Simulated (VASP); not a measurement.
# Ti (Im-3m) in VASP: a series of runs

Ti is run at these levels: PBE, PBE+D4; tasks: single point.

Program: VASP 6.6.1. These are calculated values, not measurements. Logs are shortened: lines on timing, memory, paths and dates and some standing lists are left out, and cuts for length are marked.

## (1) The cell of the first run

The structure is cubic, space group Im-3m (No. 229). The conventional cell has a = 3.282 Å, b = 3.282 Å, c = 3.282 Å, α = 90.00°, β = 90.00°, γ = 90.00°. Ti (site symmetry m-3m) has 14 Ti at 2.84 to 3.28 Å within 3.7 Å.

## (2) Single point, PBE

INCAR reads:

```
PREC = Accurate
ENCUT = 520
EDIFF = 1E-6
ISMEAR = -1
SIGMA = 0.04
LREAL = F
LASPH = T
NELM = 100
ALGO = Normal
ISIF = 2
LWAVE = F
LCHARG = F
GGA = PE
NBANDS = 12
```

KPOINTS reads:

```
regular mesh
0
Gamma
  7 7 7
```

POSCAR reads:

```
Ti
1.0
   -1.6410000000      1.6410000000      1.6410000000
    1.6410000000     -1.6410000000      1.6410000000
    1.6410000000      1.6410000000     -1.6410000000
Ti
1
Direct
    0.0000000000      0.0000000000      0.0000000000
```

Potentials or basis: VASP PAW PBE potentials, release 64 (Ti_sv).

On the command line:

```
> cat potpaw_PBE.64/Ti_sv/POTCAR > POTCAR
> mpirun -np 1 vasp_std > vasp.out
```

OUTCAR:

```text
PREC = Accurate
   ENCUT = 520
   EDIFF = 1E-6
   ISMEAR = -1
   LREAL = F
   LASPH = T
   NELM = 100
   ISIF = 2
   GGA = PE

 ion  position               nearest neighbor table
   1  0.000  0.000  0.000-

  LATTYP: Found a body centered cubic cell.
 ALAT       =     3.2820000000

  Lattice vectors:

 A1 = (  -1.6410000000,   1.6410000000,   1.6410000000)
 A2 = (   1.6410000000,  -1.6410000000,   1.6410000000)
 A3 = (   1.6410000000,   1.6410000000,  -1.6410000000)

Analysis of symmetry for initial positions (statically):
=====================================================================
 Subroutine PRICEL returns:
 Original cell was already a primitive cell.

 Routine SETGRP: Setting up the symmetry group for a
 body centered cubic supercell.

 Subroutine GETGRP returns: Found 48 space group operations
[... 9 lines left out ...]

 Routine SETGRP: Setting up the symmetry group for a
 body centered cubic supercell.

 Subroutine GETGRP returns: Found 48 space group operations
[... 11 lines left out ...]
                                     Primitive cell

  volume of cell :      17.6761

  direct lattice vectors                    reciprocal lattice vectors
    -1.641000000  1.641000000  1.641000000     0.000000000  0.304692261  0.304692261
     1.641000000 -1.641000000  1.641000000     0.304692261  0.000000000  0.304692261
     1.641000000  1.641000000 -1.641000000     0.304692261  0.304692261  0.000000000

  length of vectors
     2.842295375  2.842295375  2.842295375     0.430899928  0.430899928  0.430899928

  position of ions in fractional coordinates (direct lattice)
     0.000000000  0.000000000  0.000000000

  ion indices of the primitive-cell ions
   primitive index   ion index
                 1           1

----------------------------------------------------------------------------------------

 KPOINTS: regular mesh

Automatic generation of k-mesh.
 Grid dimensions read from file:
 generate k-points for:    7    7    7

 Generating k-lattice:

  Cartesian coordinates                     Fractional coordinates (reciprocal lattice)
     0.000000000  0.043527466  0.043527466     0.142857143  0.000000000  0.000000000
     0.043527466  0.000000000  0.043527466     0.000000000  0.142857143  0.000000000
     0.043527466  0.043527466  0.000000000     0.000000000  0.000000000  0.142857143

  Length of vectors
     0.061557133  0.061557133  0.061557133

  Shift w.r.t. Gamma in fractional coordinates (k-lattice)
     0.000000000  0.000000000  0.000000000

 Subroutine IBZKPT returns following result:
 ===========================================

 Found     20 irreducible k-points:

 Following reciprocal coordinates:
            Coordinates               Weight
  0.000000  0.000000  0.000000      1.000000
  0.142857  0.000000  0.000000     12.000000
  0.285714  0.000000  0.000000     12.000000
  0.428571  0.000000  0.000000     12.000000
  0.142857  0.142857  0.000000     24.000000
  0.285714  0.142857  0.000000     48.000000
[... 12 lines left out ...]
 -0.428571 -0.428571  0.285714      8.000000
 -0.428571  0.428571  0.428571      6.000000
   k-points           NKPTS =     20   k-points in BZ     NKDIM =     20   number of bands    NBANDS=     12
   number of dos      NEDOS =    301   number of ions     NIONS =      1
   total plane-waves  NPLWV =  13824
   dimension x,y,z NGX =    24 NGY =   24 NGZ =   24
   dimension x,y,z NGXF=    48 NGYF=   48 NGZF=   48
   ions per type =               1
   NGX,Y,Z   is equivalent  to a cutoff of  14.04, 14.04, 14.04 a.u.
   NGXF,Y,Z  is equivalent  to a cutoff of  28.08, 28.08, 28.08 a.u.
 SYSTEM =  unknown system
   PREC   = accura    normal or accurate (medium, high low for compatibility)
   ISTART =      0    job   : 0-new  1-cont  2-samecut
   ICHARG =      2    charge: 1-file 2-atom 10-const
   ISPIN  =      1    spin polarized calculation?
   LNONCOLLINEAR =      F non collinear calculations
   LSORBIT =      F    spin-orbit coupling
   LASPH  =      T    aspherical Exc in radial PAW
   ENCUT  =  520.0 eV  38.22 Ry    6.18 a.u.   5.28  5.28  5.28*2*pi/ulx,y,z
   NELM   =    100;   NELMIN=  2; NELMDL= -5     # of ELM steps
   EDIFF  = 0.1E-05   stopping-criterion for ELM
   LREAL  =      F    real-space projection
   EDIFFG = 0.1E-04   stopping-criterion for IOM
   NSW    =      0    number of steps for IOM
   IBRION =     -1    ionic relax: 0-MD 1-quasi-New 2-CG
   NFREE  =      0    steps in history (QN), initial steepest desc. (CG)
   ISIF   =      2    stress and relaxation
   ISYM   =      2    0-nonsym 1-usesym 2-fastsym
   POTIM  = 0.5000    time-step for ionic-motion
   TEBEG  =    0.0;   TEEND  =   0.0 temperature during run
   PSTRESS=    0.0 pullay stress
   NELECT =      12.0000    total number of electrons
   NUPDOWN=      -1.0000    fix difference up-down
   EMIN   =  10.00;   EMAX   =-10.00  energy-range for DOS
   EFERMI =   0.00;   METHOD = LEGACY
   ISMEAR =    -1;   SIGMA  =   0.04  broadening in eV -4-tet -1-fermi 0-gaus
   EFERMI_NEDOS =   21; number of points for ismear=-14 and -15
   IALGO  =     38    algorithm
   IMIX   =      4    mixing-type and parameters
     AMIX     =   0.40;   BMIX     =  1.00
     AMIX_MAG =   1.60;   BMIX_MAG =  1.00
  volume/ion in A,a.u.               =      17.68       119.28
  Fermi-wavevector in a.u.,A,eV,Ry     =   1.438821  2.718977 28.166848  2.070205
  Thomas-Fermi vector in A             =   2.557745
   LORBIT       =      0    0 simple, 1 ext, 2 COOP (PROOUT), +10 PAW based schemes
   GGA     = PE    functional components
   LHFCALC =     F    Hartree Fock is set to
   AEXX    =    0.0000 exact exchange contribution
   IVDW    =     0    specifies the selected vdW correction
   LEPSILON=     F    determine dielectric tensor
   LRPA    =     F    only Hartree local field effects (RPA)
 non-spin polarized calculation
  energy-cutoff  :      520.00
  volume of cell :       17.68
 maximum number of plane-waves:       487
 NGX is ok and might be reduce to    24
   NGX = 11   NGY = 11   NGZ = 11

 number of electron      12.0000001 magnetization

 Free energy of the ion-electron system (eV)
  ---------------------------------------------------
  ext. energy  EPLUGINS =         0.00000000
  ---------------------------------------------------
  free energy    TOTEN  =        -7.72499485 eV

  energy without entropy =       -7.71422188  energy(sigma->0) =       -7.71960836

 E-fermi :   7.9049     XC(G=0): -11.4194

 val. band max:        7.7815969747   @ k =  -0.4286   0.4286   0.1429
 cond. band min:       7.9434365841   @ k =   0.2857   0.1429   0.0000
 fundamental gap:      0.1618396095
 Fermi energy:         7.9049269660

 k-point     1 :       0.0000    0.0000    0.0000
  band No.  band energies     occupation
      1     -48.7255      2.00000
      2     -24.5988      2.00000
      3     -24.5988      2.00000
      4     -24.5988      2.00000
      5       1.9896      2.00000
      6       8.8360      0.00000
      7       8.8360      0.00000
      8       8.8360      0.00000
      9      10.5494      0.00000
     10      10.5494      0.00000
     11      25.1946      0.00000
     12      25.1946      0.00000

 k-point     2 :       0.1429    0.0000    0.0000
  band No.  band energies     occupation
      1     -48.7028      2.00000
      2     -24.7218      2.00000
      3     -24.6370      2.00000
      4     -24.5996      2.00000
      5       2.6561      2.00000
      6       8.5508      0.00000
      7       8.7052      0.00000
      8       9.3172      0.00000
      9      10.2972      0.00000
     10      10.5731      0.00000
     11      23.9708      0.00000
     12      24.8642      0.00000

 k-point     3 :       0.2857    0.0000    0.0000
  band No.  band energies     occupation
      1     -48.6515      2.00000
      2     -24.9910      2.00000
      3     -24.7219      2.00000
      4     -24.6012      2.00000
      5       4.2854      2.00000
      6       7.9697      0.33059
      7       8.2191      0.00078
      8      10.3222      0.00000
      9      10.5574      0.00000
     10      10.6853      0.00000
     11      20.4770      0.00000
     12      22.9870      0.00000

 k-point     4 :       0.4286    0.0000    0.0000
  band No.  band energies     occupation
      1     -48.6099      2.00000
      2     -25.2003      2.00000
      3     -24.7891      2.00000
      4     -24.6025      2.00000
      5       5.3951      2.00000
      6       7.5512      1.99971
      7       8.6856      0.00000
      8      10.5274      0.00000
      9      10.8435      0.00000
     10      11.8075      0.00000
     11      17.0516      0.00000
     12      21.4169      0.00000

 k-point     5 :       0.1429    0.1429    0.0000
  band No.  band energies     occupation
      1     -48.6658      2.00000
      2     -24.9050      2.00000
      3     -24.6841      2.00000
      4     -24.6277      2.00000
      5       3.8422      2.00000
      6       8.1832      0.00190
      7       8.2172      0.00081
      8      10.0918      0.00000
      9      10.2780      0.00000
     10      10.7536      0.00000
     11      22.2998      0.00000
     12      22.8450      0.00000
[... 168 lines left out ...]
      1     -48.5906      2.00000
      2     -24.9753      2.00000
      3     -24.8586      2.00000
      4     -24.8586      2.00000
      5       5.7978      2.00000
      6       7.4281      1.99999
      7       9.3980      0.00000
      8       9.3980      0.00000
      9      10.4855      0.00000
     10      11.6521      0.00000
     11      21.3960      0.00000
     12      21.3960      0.00000

 k-point    18 :      -0.4286    0.4286    0.2857
  band No.  band energies     occupation
      1     -48.5566      2.00000
      2     -25.0899      2.00000
      3     -24.9331      2.00000
      4     -24.8729      2.00000
      5       6.3341      2.00000
      6       6.6809      2.00000
      7       9.5160      0.00000
      8       9.8679      0.00000
      9      11.5632      0.00000
     10      13.3774      0.00000
     11      17.4860      0.00000
     12      19.3921      0.00000

 k-point    19 :      -0.4286   -0.4286    0.2857
  band No.  band energies     occupation
      1     -48.5411      2.00000
      2     -25.0471      2.00000
      3     -25.0471      2.00000
      4     -24.8890      2.00000
      5       6.3304      2.00000
      6       6.3304      2.00000
      7       9.5138      0.00000
      8      11.2117      0.00000
      9      11.2117      0.00000
     10      16.0657      0.00000
     11      16.0657      0.00000
     12      16.7712      0.00000

 k-point    20 :      -0.4286    0.4286    0.4286
  band No.  band energies     occupation
      1     -48.5269      2.00000
      2     -25.0345      2.00000
      3     -25.0116      2.00000
      4     -25.0116      2.00000
      5       5.9885      2.00000
      6       6.0274      2.00000
      7      11.1261      0.00000
      8      11.1261      0.00000
      9      11.5220      0.00000
     10      14.9162      0.00000
     11      17.0406      0.00000
     12      17.0406      0.00000

------------------------ aborting loop because EDIFF is reached ----------------------------------------

  FORCE on cell =-STRESS in cart. coord.  units (eV):
  Direction    XX          YY          ZZ          XY          YZ          ZX
  --------------------------------------------------------------------------------------
  -------------------------------------------------------------------------------------
  Total       -0.1960388     -0.1960388     -0.1960388     -0.0000000      0.0000000     -0.0000000
  in kB      -17.7691572    -17.7691572    -17.7691572     -0.0000000      0.0000000     -0.0000000
  external PRESSURE =     -17.7691572 kB  Pullay stress =       0.0000000 kB

 VOLUME and BASIS-vectors are now :
 -----------------------------------------------------------------------------
  energy-cutoff  :      520.00
  volume of cell :       17.68
      direct lattice vectors                 reciprocal lattice vectors
    -1.641000000  1.641000000  1.641000000     0.000000000  0.304692261  0.304692261
     1.641000000 -1.641000000  1.641000000     0.304692261  0.000000000  0.304692261
     1.641000000  1.641000000 -1.641000000     0.304692261  0.304692261  0.000000000

 POSITION                                       TOTAL-FORCE (eV/Angst)
 -----------------------------------------------------------------------------------
      0.00000      0.00000      0.00000        -0.000000      0.000000     -0.000000
 -----------------------------------------------------------------------------------
    total drift:                               -0.000000     -0.000000      0.000000

  FREE ENERGIE OF THE ION-ELECTRON SYSTEM (eV)
  ---------------------------------------------------
  free  energy   TOTEN  =        -7.7249948484 eV

  energy  without entropy=       -7.7142218783  energy(sigma->0) =       -7.71960836
```

Wall time 7.7 s (1 thread of Intel Xeon 8259CL, shared host); peak memory 0.11 GiB.

What came out:

- Free energy: -7.7250 eV
- Pressure: -1.8 GPa
- Band gap on the k mesh: zero (band 6 reaches 8.84 eV, above the bottom of band 7 at 7.38 eV)

Levels at points of the mesh, in eV from the Fermi level:
```csv
k point,band 3,band 4,band 5,band 6,band 7,band 8,band 9,band 10
"(0.00, 0.00, 0.00)",-32.50,-32.50,-5.92,0.93,0.93,0.93,2.64,2.64
```

Caveat: the k points lie up to 0.39 Å⁻¹ apart.

## (3) Single point, PBE+D4

This run uses another cell than the first one, of 16.94 Å³/atom, 0.958 times its volume.

INCAR reads:

```
  ALGO = Normal
  EDIFF = 1E-7
  ENCUT = 520
  GGA = PE
  ISIF = 2
  ISMEAR = -1
  IVDW = 13
  LASPH = True
  LCHARG = False
  LREAL = False
  LWAVE = False
  NBANDS = 12
  NELM = 60
  PREC = Accurate
  SIGMA = 0.05
```

KPOINTS reads:

```
k-points
0
Gamma
  11 11 11
```

POSCAR reads:

```
Ti
1.0
   -1.6177669731      1.6177669731      1.6177669731
    1.6177669731     -1.6177669731      1.6177669731
    1.6177669731      1.6177669731     -1.6177669731
Ti
1
Direct
    0.0000000000      0.0000000000      0.0000000000
```

Potentials or basis: VASP PAW PBE potentials, release 64 (Ti_sv).

On the command line:

```
> cat potpaw_PBE.64/Ti_sv/POTCAR > POTCAR
> mpirun -np 1 vasp_std > vasp.out
```

Wall time 18 s (1 thread of Intel Xeon 8259CL, shared host); peak memory 0.11 GiB.

It converged, with:

```yaml
Free_energy: -7.9385 eV
Pressure: -0.3 GPa
Band_gap_on_the_k_mesh: zero (band 6 reaches 9.38 eV, above the bottom of band 7 at 7.74 eV)
Dispersion_energy_per_atom: -0.206 eV
```

Levels at points of the mesh, in eV from the Fermi level:
| k point | band 2 | band 3 | band 4 | band 5 | band 6 | band 7 | band 8 | band 9 | band 10 | band 11 |
| --- | --- | --- | --- | --- | --- | --- | --- | --- | --- | --- |
| (0.00, 0.00, 0.00) | -32.29 | -32.29 | -32.29 | -6.00 | 1.02 | 1.02 | 1.02 | 2.84 | 2.84 | 17.60 |

Caveat: pairwise dispersion overbinds metals, which lowers pressure and volume.
